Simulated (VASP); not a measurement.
# PbS (Galena) (Fm-3m) in VASP: notebook

The runs below take PbS (Galena) through single point, with LDA, revPBE+D4.

Everything below comes from runs of VASP 6.6.1. Logs are shortened: lines on timing, memory, paths and dates and some standing lists are left out, and cuts for length are marked.

## Step 1: The cell of the first run

Symmetry: Fm-3m, No. 225, cubic system. The conventional cell has a = 5.851 Å, b = 5.851 Å, c = 5.851 Å, α = 90.00°, β = 90.00°, γ = 90.00°. Within 3.9 Å of Pb (site symmetry m-3m) lie 6 S at 2.93 Å. S (site symmetry m-3m) has 6 Pb at 2.93 Å within 3.9 Å.

## Step 2: Single point, LDA, non-collinear spin, zero start, spin-orbit coupling

Contents of INCAR:

```
ALGO = Normal
EDIFF = 1E-6
ENCUT = 520
GGA_COMPAT = F
ISIF = 2
ISMEAR = -1
LASPH = T
LCHARG = F
LORBIT = 11
LORBMOM = T
LREAL = F
LSORBIT = T
LWAVE = F
MAGMOM = 0 0 0 0 0 0
NBANDS = 32
NELM = 150
PREC = Accurate
SIGMA = 0.05
```

Contents of KPOINTS:

```
k-points
0
Gamma
  8 8 8
```

Contents of POSCAR:

```
PbS
1.0
    0.0000000000      2.9256673838      2.9256673838
    2.9256673838      0.0000000000      2.9256673838
    2.9256673838      2.9256673838      0.0000000000
Pb S
1 1
Direct
    0.0000000000      0.0000000000      0.0000000000
    0.5000000000      0.5000000000      0.5000000000
```

Potentials or basis: VASP PAW LDA potentials, release 64 (Pb_d, S).

On the command line:

```
cat potpaw_LDA.64/Pb_d/POTCAR potpaw_LDA.64/S/POTCAR > POTCAR
mpirun -np 1 vasp_ncl > vasp.out
```

OUTCAR:

```text
EDIFF = 1E-6
   ENCUT = 520
   ISIF = 2
   ISMEAR = -1
   LASPH = T
   LORBIT = 11
   LREAL = F
   LSORBIT = T
   NELM = 150
   PREC = Accurate

 ion  position               nearest neighbor table
   1  0.000  0.000  0.000-   2 2.93   2 2.93   2 2.93   2 2.93   2 2.93   2 2.93
   2  0.500  0.500  0.500-   1 2.93   1 2.93   1 2.93   1 2.93   1 2.93   1 2.93

  LATTYP: Found a face centered cubic cell.
 ALAT       =     5.8513347676

  Lattice vectors:

 A1 = (   0.0000000000,   2.9256673838,   2.9256673838)
 A2 = (   2.9256673838,   0.0000000000,   2.9256673838)
 A3 = (   2.9256673838,   2.9256673838,   0.0000000000)

Analysis of symmetry for initial positions (statically):
=====================================================================
 Subroutine PRICEL returns:
 Original cell was already a primitive cell.

 Routine SETGRP: Setting up the symmetry group for a
 face centered cubic supercell.

 Subroutine GETGRP returns: Found 48 space group operations
[... 9 lines left out ...]

 Routine SETGRP: Setting up the symmetry group for a
 face centered cubic supercell.

 Subroutine GETGRP returns: Found 48 space group operations
 (whereof 48 operations were pure point group operations)
 out of a pool of 48 trial point group operations.

The dynamic configuration has the point symmetry O_h .

Analysis of structural, dynamic, and magnetic symmetry:
=====================================================================
 Subroutine PRICEL returns:
 Original cell was already a primitive cell.

 Routine SETGRP: Setting up the symmetry group for a
 face centered cubic supercell.

 Subroutine GETGRP returns: Found 48 space group operations
 (whereof 48 operations were pure point group operations)
 out of a pool of 48 trial point group operations.

The overall configuration has the point symmetry O_h .

 Subroutine INISYM returns: Found 48 space group operations
[... 5 lines left out ...]
                                     Primitive cell

  volume of cell :      50.0847

  direct lattice vectors                    reciprocal lattice vectors
     0.000000000  2.925667384  2.925667384    -0.170901177  0.170901177  0.170901177
     2.925667384  0.000000000  2.925667384     0.170901177 -0.170901177  0.170901177
     2.925667384  2.925667384  0.000000000     0.170901177  0.170901177 -0.170901177

  length of vectors
     4.137518493  4.137518493  4.137518493     0.296009522  0.296009522  0.296009522

  position of ions in fractional coordinates (direct lattice)
     0.000000000  0.000000000  0.000000000
     0.500000000  0.500000000  0.500000000
[... 1000 lines left out ...]
      2.92567      2.92567      2.92567         0.000000     -0.000000      0.000000
 -----------------------------------------------------------------------------------
    total drift:                                0.000000     -0.000000     -0.000000

  FREE ENERGIE OF THE ION-ELECTRON SYSTEM (eV)
  ---------------------------------------------------
  free  energy   TOTEN  =       -10.4018780437 eV

  energy  without entropy=      -10.4015526738  energy(sigma->0) =      -10.40171536

 orbital moment (x)

 # of ion     p       d       tot
 ----------------------------------------
  1         0.000  -0.000  -0.000
  2         0.000   0.000   0.000
 ----------------------------------------
            0.000  -0.000  -0.000

 orbital moment (y)

 # of ion     p       d       tot
 ----------------------------------------
  1         0.000  -0.000  -0.000
  2         0.000   0.000   0.000
 ----------------------------------------
            0.000  -0.000  -0.000

 orbital moment (z)

 # of ion     p       d       tot
 ----------------------------------------
  1        -0.000  -0.000  -0.000
  2         0.000   0.000   0.000
 ----------------------------------------
           -0.000  -0.000  -0.000

 Spin-Orbit-Coupling matrix elements

 Ion:    1  E_soc:     -0.8399360
 l=   1
     0.0000000    -0.0716775    -0.0716775
    -0.0716775     0.0000000    -0.0716775
    -0.0716775    -0.0716775     0.0000000
 l=   2
     0.0000000    -0.0137847     0.0000000    -0.0137847    -0.0545271
    -0.0137847     0.0000000    -0.0408953    -0.0137847    -0.0136318
     0.0000000    -0.0408953     0.0000000    -0.0408953     0.0000000
    -0.0137847    -0.0137847    -0.0408953     0.0000000    -0.0136318
    -0.0545271    -0.0136318     0.0000000    -0.0136318     0.0000000
 l=   3
     0.0000000     0.0000000     0.0000000     0.0000000     0.0000000     0.0000000     0.0000000
     0.0000000     0.0000000     0.0000000     0.0000000     0.0000000     0.0000000     0.0000000
     0.0000000     0.0000000     0.0000000     0.0000000     0.0000000     0.0000000     0.0000000
     0.0000000     0.0000000     0.0000000     0.0000000     0.0000000     0.0000000     0.0000000
     0.0000000     0.0000000     0.0000000     0.0000000     0.0000000     0.0000000     0.0000000
     0.0000000     0.0000000     0.0000000     0.0000000     0.0000000     0.0000000     0.0000000
     0.0000000     0.0000000     0.0000000     0.0000000     0.0000000     0.0000000     0.0000000

 Ion:    2  E_soc:     -0.0042775
 l=   1
     0.0000000    -0.0007129    -0.0007129
    -0.0007129     0.0000000    -0.0007129
    -0.0007129    -0.0007129     0.0000000
 l=   2
     0.0000000     0.0000000     0.0000000     0.0000000     0.0000000
     0.0000000     0.0000000     0.0000000     0.0000000     0.0000000
     0.0000000     0.0000000     0.0000000     0.0000000     0.0000000
     0.0000000     0.0000000     0.0000000     0.0000000     0.0000000
     0.0000000     0.0000000     0.0000000     0.0000000     0.0000000
 l=   3
     0.0000000     0.0000000     0.0000000     0.0000000     0.0000000     0.0000000     0.0000000
     0.0000000     0.0000000     0.0000000     0.0000000     0.0000000     0.0000000     0.0000000
     0.0000000     0.0000000     0.0000000     0.0000000     0.0000000     0.0000000     0.0000000
     0.0000000     0.0000000     0.0000000     0.0000000     0.0000000     0.0000000     0.0000000
     0.0000000     0.0000000     0.0000000     0.0000000     0.0000000     0.0000000     0.0000000
     0.0000000     0.0000000     0.0000000     0.0000000     0.0000000     0.0000000     0.0000000
     0.0000000     0.0000000     0.0000000     0.0000000     0.0000000     0.0000000     0.0000000

 total charge

# of ion       s       p       d       tot
------------------------------------------
    1        1.468   0.575   9.846  11.889
    2        1.358   2.309   0.000   3.667
--------------------------------------------------
tot          2.826   2.884   9.846  15.556

 magnetization (x)

# of ion       s       p       d       tot
------------------------------------------
    1        0.000   0.000  -0.000  -0.000
    2       -0.000   0.000   0.000   0.000
--------------------------------------------------
tot         -0.000   0.000  -0.000  -0.000

 magnetization (y)

# of ion       s       p       d       tot
------------------------------------------
    1        0.000  -0.000   0.000  -0.000
    2        0.000   0.000   0.000   0.000
--------------------------------------------------
tot          0.000   0.000   0.000   0.000

 magnetization (z)

# of ion       s       p       d       tot
------------------------------------------
    1       -0.000   0.000   0.000  -0.000
    2        0.000   0.000   0.000   0.000
--------------------------------------------------
tot         -0.000   0.000   0.000  -0.000
```

stdout:

```text
POSCAR found type information on POSCAR PbS
 POSCAR found :  2 types and       2 ions
 scaLAPACK will be used
 LDA part: xc-table for (Slater(with rela. corr.)+CA(PZ))
 , standard interpolation
 POSCAR, INCAR and KPOINTS ok, starting setup
 FFT: planning ... GRIDC
 FFT: planning ... GRID_SOFT
 FFT: planning ... GRID
 WAVECAR not read
 entering main loop
```

Wall time 61 s (1 thread of Intel Xeon Platinum 8488C (Sapphire Rapids), shared host); peak memory 0.27 GiB.

What came out:

- Free energy: -10.4019 eV
- Pressure: -0.6 GPa
- Net moment: 0.00 μB per cell
- Valence electrons inside the program's atomic spheres: Pb 11.89; S 3.67

Moments on the atoms (μB; x, y, z):
```
Pb  0.00 0.00 0.00
S   0.00 0.00 0.00
```

## Step 3: Single point, LDA, non-collinear spin, zero start, spin-orbit coupling

This run uses another cell than the first one, of 25.56 Å³/atom, 1.021 times its volume.

Contents of INCAR:

```
SYSTEM = PbS
PREC = Accurate
ENCUT = 520
EDIFF = 1E-6
ISMEAR = -1
SIGMA = 0.05
LREAL = .FALSE.
LASPH = .TRUE.
NELM = 150
ALGO = Normal
ISIF = 2
LWAVE = .FALSE.
LCHARG = .FALSE.
MAGMOM = 0 0 0 0 0 0
LORBIT = 11
LSORBIT = .TRUE.
GGA_COMPAT = .FALSE.
LORBMOM = .TRUE.
GGA = CA
NBANDS = 32
```

Contents of KPOINTS:

```
regular mesh
0
G
  8 8 8
  0 0 0
```

Contents of POSCAR:

```
PbS
1.0
    0.0000000000      2.9458450378      2.9458450378
    2.9458450378      0.0000000000      2.9458450378
    2.9458450378      2.9458450378      0.0000000000
Pb S
1 1
Direct
    0.0000000000      0.0000000000      0.0000000000
    0.5000000000      0.5000000000      0.5000000000
```

Potentials or basis: VASP PAW LDA potentials, release 64 (Pb_d, S).

On the command line:

```
cat potpaw_LDA.64/Pb_d/POTCAR potpaw_LDA.64/S/POTCAR > POTCAR
mpirun -np 1 vasp_ncl > vasp.out
```

Run time: 61 s. Hardware: 1 thread of Intel Xeon Platinum 8488C (Sapphire Rapids), shared host; peak memory 0.27 GiB.

Results (log left out):

| Property | Result |
| --- | --- |
| Free energy | -10.3943 eV |
| Pressure | -1.8 GPa |
| Net moment | 0.00 μB per cell |
| Valence electrons inside the program's atomic spheres | Pb 11.88; S 3.66 |

Moments on the atoms (μB; x, y, z):
```
Pb  0.00 0.00 0.00
S   0.00 0.00 0.00
```

## Step 4: Single point, LDA, non-collinear spin, zero start, spin-orbit coupling

This run uses another cell than the first one, of 26.09 Å³/atom, 1.042 times its volume.

Contents of INCAR:

```
PREC = Accurate
ENCUT = 520
EDIFF = 1E-6
ISMEAR = -1
SIGMA = 0.05
LREAL = F
LASPH = T
NELM = 150
ALGO = Normal
ISIF = 2
LWAVE = F
LCHARG = T
LNONCOLLINEAR = T
MAGMOM = 0 0 0 0 0 0
LORBIT = 11
LSORBIT = T
GGA_COMPAT = F
LORBMOM = T
LVHAR = T
NBANDS = 32
```

Contents of KPOINTS:

```
Automatic mesh
0
Gamma
  8 8 8
```

Contents of POSCAR:

```
PbS
1.0
    0.0000000000      2.9657500000      2.9657500000
    2.9657500000      0.0000000000      2.9657500000
    2.9657500000      2.9657500000      0.0000000000
Pb S
1 1
Direct
    0.0000000000      0.0000000000      0.0000000000
    0.5000000000      0.5000000000      0.5000000000
```

On the command line:

```
cat potpaw_LDA.64/Pb_d/POTCAR potpaw_LDA.64/S/POTCAR > POTCAR
mpirun -np 1 vasp_ncl > vasp.out
```

Wall time 60 s (1 thread of Intel Xeon Platinum 8488C (Sapphire Rapids), shared host); peak memory 0.28 GiB.

Results (log left out):

| Item | Value |
| --- | --- |
| Free energy | -10.3792 eV |
| Pressure | -2.9 GPa |
| Net moment | 0.00 μB per cell |
| Valence electrons inside the program's atomic spheres | Pb 11.86; S 3.65 |

Moments on the atoms (μB; x, y, z):
```
Pb  0.00 0.00 0.00
S   0.00 0.00 0.00
```

## Step 5: Single point, revPBE+D4

This run uses another cell than the first one, of 26.19 Å³/atom, 1.046 times its volume.

Contents of INCAR:

```
SYSTEM = PbS
PREC = Accurate
ENCUT = 520
EDIFF = 1E-6
ISMEAR = -1
SIGMA = 0.05
LREAL = .False.
LASPH = .True.
NELM = 80
ALGO = Normal
ISIF = 2
LWAVE = .False.
LCHARG = .False.
GGA = RE
IVDW = 13
NBANDS = 17
```

Contents of KPOINTS:

```
Automatic mesh
0
Gamma
  8 8 8
  0 0 0
```

Contents of POSCAR:

```
PbS
1.0
    0.0000000000      2.9696940508      2.9696940508
    2.9696940508      0.0000000000      2.9696940508
    2.9696940508      2.9696940508      0.0000000000
Pb S
1 1
Direct
    0.0000000000      0.0000000000      0.0000000000
    0.5000000000      0.5000000000      0.5000000000
```

Potentials or basis: VASP PAW PBE potentials, release 64 (Pb_d, S).

On the command line:

```
cat potpaw_PBE.64/Pb_d/POTCAR potpaw_PBE.64/S/POTCAR > POTCAR
mpirun -np 1 vasp_std > vasp.out
```

OUTCAR:

```text
SYSTEM = PbS
   PREC = Accurate
   ENCUT = 520
   EDIFF = 1E-6
   ISMEAR = -1
   LREAL = .False.
   LASPH = .True.
   NELM = 80
   ISIF = 2
   GGA = RE
   IVDW = 13

 ion  position               nearest neighbor table
   1  0.000  0.000  0.000-   2 2.97   2 2.97   2 2.97   2 2.97   2 2.97   2 2.97
   2  0.500  0.500  0.500-   1 2.97   1 2.97   1 2.97   1 2.97   1 2.97   1 2.97

  LATTYP: Found a face centered cubic cell.
 ALAT       =     5.9393881016

  Lattice vectors:

 A1 = (   0.0000000000,   2.9696940508,   2.9696940508)
 A2 = (   2.9696940508,   0.0000000000,   2.9696940508)
 A3 = (   2.9696940508,   2.9696940508,   0.0000000000)

[... 665 lines left out ...]

  Edisp (eV):   -1.20305

  FORCE on cell =-STRESS in cart. coord.  units (eV):
  Direction    XX          YY          ZZ          XY          YZ          ZX
  --------------------------------------------------------------------------------------
  -------------------------------------------------------------------------------------
  Total      -0.02850    -0.02850    -0.02850    -0.00000    -0.00000     0.00000
  in kB      -0.87182    -0.87182    -0.87182    -0.00000    -0.00000     0.00000
  external pressure =       -0.87 kB  Pullay stress =        0.00 kB

 VOLUME and BASIS-vectors are now :
 -----------------------------------------------------------------------------
  energy-cutoff  :      520.00
  volume of cell :       52.38
      direct lattice vectors                 reciprocal lattice vectors
     0.000000000  2.969694051  2.969694051    -0.168367512  0.168367512  0.168367512
     2.969694051  0.000000000  2.969694051     0.168367512 -0.168367512  0.168367512
     2.969694051  2.969694051  0.000000000     0.168367512  0.168367512 -0.168367512

 POSITION                                       TOTAL-FORCE (eV/Angst)
 -----------------------------------------------------------------------------------
      0.00000      0.00000      0.00000        -0.000000      0.000000     -0.000000
      2.96969      2.96969      2.96969         0.000000     -0.000000      0.000000
 -----------------------------------------------------------------------------------
    total drift:                                0.000000     -0.000000     -0.000000

  FREE ENERGIE OF THE ION-ELECTRON SYSTEM (eV)
  ---------------------------------------------------
  free  energy   TOTEN  =        -9.3550536152 eV

  energy  without entropy=       -9.3549581892  energy(sigma->0) =       -9.35500590
```

OSZICAR:

```text
N       E                     dE             d eps       ncg     rms          rms(c)
DAV:   1     0.159815951390E+03    0.15982E+03   -0.97537E+03   994   0.124E+03
DAV:   2     0.302467798479E+01   -0.15679E+03   -0.15063E+03  1038   0.313E+02
DAV:   3    -0.834240827815E+01   -0.11367E+02   -0.11294E+02  1298   0.900E+01
DAV:   4    -0.862502467996E+01   -0.28262E+00   -0.28239E+00  1223   0.160E+01
DAV:   5    -0.863488832961E+01   -0.98636E-02   -0.98628E-02  1416   0.278E+00    0.499E+00
DAV:   6    -0.814193269430E+01    0.49296E+00   -0.13732E+00  1535   0.781E+00    0.362E+00
DAV:   7    -0.814498926164E+01   -0.30566E-02   -0.16069E-01  1172   0.202E+00    0.206E+00
DAV:   8    -0.815204884630E+01   -0.70596E-02   -0.20746E-02  1125   0.153E+00    0.268E-01
DAV:   9    -0.815164725126E+01    0.40160E-03   -0.40110E-03  1500   0.568E-01    0.916E-02
DAV:  10    -0.815196575209E+01   -0.31850E-03   -0.60756E-04  1115   0.141E-01    0.665E-02
DAV:  11    -0.815199839805E+01   -0.32646E-04   -0.13560E-04  1331   0.119E-01    0.308E-02
DAV:  12    -0.815200130380E+01   -0.29057E-05   -0.90861E-06  1214   0.238E-02    0.583E-03
DAV:  13    -0.815200140143E+01   -0.97634E-07   -0.38680E-07   981   0.385E-03
   1 F= -.93550536E+01 E0= -.93550059E+01  d E =-.954259E-04
```

It took 49 s on 1 thread of AMD EPYC 7R13, shared host; peak memory 0.16 GiB.

Results:

```yaml
Free_energy: -9.3551 eV
Pressure: -0.1 GPa
Band_gap_on_the_k_mesh: 0.45 eV, direct
Dispersion_energy_per_atom: -0.602 eV
```

Levels at points of the mesh, in eV from the valence-band top:
```csv
k point,band 7,band 8,band 9,band 10,band 11,band 12,band 13,band 14
"(0.00, 0.00, 0.00)",-6.01,-2.16,-2.16,-2.16,5.25,5.25,5.25,6.77
"(0.50, 0.00, 0.00)",-8.80,-1.77,-1.77,0.00,0.45,2.01,2.01,8.77
"(0.50, 0.50, 0.00)",-7.17,-5.14,-3.41,-3.41,3.95,5.62,5.71,5.71
```

Caveat: the PAW data sets were made with another functional, which shifts forces and pressure a little; spin-orbit coupling is left out, which moves the levels of the heavy elements. A k mesh can miss the band edges.

## Step 6: Summary

```csv
level,potentials or basis,spin,cell,pressure (GPa),moment (μB)
LDA,"VASP PAW LDA potentials, release 64 (Pb_d, S)","non-collinear, zero start, SOC","a = 4.138 Å, angles 60.0°, 2 atoms",-0.6,0.00
LDA,"VASP PAW LDA potentials, release 64 (Pb_d, S)","non-collinear, zero start, SOC","a = 4.166 Å, angles 60.0°, 2 atoms",-1.8,0.00
LDA,"VASP PAW LDA potentials, release 64 (Pb_d, S)","non-collinear, zero start, SOC","a = 4.194 Å, angles 60.0°, 2 atoms",-2.9,0.00
revPBE+D4,"VASP PAW PBE potentials, release 64 (Pb_d, S)",off,"a = 4.200 Å, angles 60.0°, 2 atoms",-0.1,-
```

Alike in all rows: task single point; k mesh 8 × 8 × 8; cutoff (eV) 520; smearing fermi-dirac 0.05 eV.

Caveats: the PAW data sets were made with another functional, which shifts forces and pressure a little (some runs); spin-orbit coupling is left out, which moves the levels of the heavy elements (some runs).

Total energies depend on the potentials used, so only differences within one code and one set of settings carry meaning.
